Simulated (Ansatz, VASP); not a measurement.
Al2C: VASP beside Ansatz

```
Al C
1.0
     3.35438    0.00000    0.00000
    -1.67719    2.90498    0.00000
     0.00000    0.00000    3.62183
Al C
2 1
Direct
  0.33333 0.66667 0.50000
  0.66667 0.33333 0.50000
  0.00000 0.00000 0.00000
```

Alike in both runs: task relaxation of cell and atoms; functional PBE; k mesh 6 × 6 × 6; occupations gaussian, width 0.1 eV; no spin polarisation.

|  | VASP | Ansatz |
| --- | --- | --- |
| version | VASP 6.6.1 | Ansatz 0.2.0 |
| potentials or method | VASP PAW PBE potentials, release 64 (Al, C), cutoff 600 eV | scalar-relativistic, plane waves, PAW |
| valence electrons in the cell | 10 | 10 |

Ansatz gave:

- gap on the k mesh at the Fermi level, each at its own relaxed structure (eV): none
- relaxed volume (Å³/atom): 14.89
- relaxed cell length with the largest relative difference (Å): 4.243

Q: What did VASP give for the same quantities?

A: gap on the k mesh at the Fermi level, each at its own relaxed structure (eV): none; relaxed volume (Å³/atom): 14.84; relaxed cell length with the largest relative difference (Å): 4.233.

A gap of «none» marks a metal or a gap that the smearing closes.

The k mesh is coarse, so the values compare programs but aren't converged. Noted on VASP's run: the volume moved by over 15 % at a fixed basis, so the end points are rough.
